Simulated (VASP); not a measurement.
Input of a VASP 6.6.1 run:

INCAR

```
ALGO = Normal
EDIFF = 1E-6
ENCUT = 520
GGA = PE
ISIF = 2
ISMEAR = 0
LASPH = True
LCHARG = False
LREAL = False
LWAVE = False
NBANDS = 13
NELM = 60
PREC = Accurate
SIGMA = 0.15
```

KPOINTS

```
k-points
0
Gamma
  20 20 20
```

Contents of POSCAR:

```
W
1.0
   -1.5174350000      1.5174350000      1.6372325000
    1.5174350000     -1.5174350000      1.6372325000
    1.5174350000      1.5174350000     -1.6372325000
W
1
Direct
    0.0000000000      0.0000000000      0.0000000000
```

Potentials or basis: VASP PAW PBE potentials, release 64 (W_sv).

Run with:

```bash
$ cat potpaw_PBE.64/W_sv/POTCAR > POTCAR
$ mpirun -np 1 vasp_std > vasp.out
```

(1) What does it give for the pressure?

(2) Predict the band gap on the k mesh.

## Answers

(1) 25.2 GPa.

(2) zero (bands 7 and 8 overlap by 6.21 eV).

Caveat: the cell differs from its parent crystal (strain -0.050 along x and y, +0.025 along z); the stress differs along the axes, from 8 to 34 GPa; spin-orbit coupling is left out, which moves the levels of the heavy elements.
